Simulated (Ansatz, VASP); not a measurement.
# One calculation of ZrO5, two programs

The input INCAR:

```
PREC = Accurate
ENCUT = 520
EDIFF = 1E-7
ISMEAR = 0
SIGMA = 0.1
LREAL = False
LASPH = True
NELM = 80
ALGO = Normal
ISIF = 2
LWAVE = False
LCHARG = False
GGA = PE
NBANDS = 30
```

File KPOINTS:

```
regular mesh
0
Gamma
  6 6 2
```

File POSCAR:

```
ZrO5
1.0
    3.1694685400      0.0000000000      0.0000000000
   -1.5847342700      2.7448402700      0.0000000000
    0.0000000000      0.0000000000      7.6247172600
Zr O
1 5
Direct
    0.0000000000      0.0000000000      0.0000000000
    0.3333333300      0.6666666700      0.1637571400
    0.3333333300      0.6666666700      0.8362428600
    0.6666666700      0.3333333300      0.8362428600
    0.6666666700      0.3333333300      0.1637571400
    0.0000000000      0.0000000000      0.5000000000
```

Input for Ansatz:

```yaml
crystal:
  lattice:
    - [3.16946854, 0.0, 0.0]
    - [-1.58473427, 2.74484027, 0.0]
    - [0.0, 0.0, 7.62471726]
  atoms:
    - { symbol: Zr, position: [0.0, 0.0, 0.0] }
    - { symbol: O, position: [0.33333333, 0.66666667, 0.16375714] }
    - { symbol: O, position: [0.33333333, 0.66666667, 0.83624286] }
    - { symbol: O, position: [0.66666667, 0.33333333, 0.83624286] }
    - { symbol: O, position: [0.66666667, 0.33333333, 0.16375714] }
    - { symbol: O, position: [0.0, 0.0, 0.5] }
basis:
  ecutwfc: 420
kpoints:
  mp_grid: { grid: [6, 6, 2] }
hamiltonian:
  xc: pbe
scf:
  occupations: { method: gaussian, width: 0.1 }
  lower_state_search: "off"
output:
  forces: true
  stress: true
  eigenvalues: true
```

Alike in both runs: task single point; functional PBE; k mesh 6 × 6 × 2; occupations gaussian, width 0.1 eV; no spin polarisation.

|  | VASP | Ansatz |
| --- | --- | --- |
| version | VASP 6.6.1 | Ansatz 0.2.0 |
| potentials or method | VASP PAW PBE potentials, release 64 (Zr_sv, O), cutoff 520 eV | scalar-relativistic, plane waves, PAW |
| valence electrons in the cell | 42 | 42 |

```tsv
	VASP	Ansatz	Ansatz less VASP
gap on the k mesh at the Fermi level (eV)	none	none	-
rms of the force components (eV/Å)	0.668	0.656	-0.0123
```

Atom by atom the forces differ by 0.012 eV/Å (rms over components). A gap of «none» marks a metal or a gap that the smearing closes. The functional is the same, so the differences come from potentials, cutoffs and numerics.

The k mesh is coarse, so the values compare programs but aren't converged.
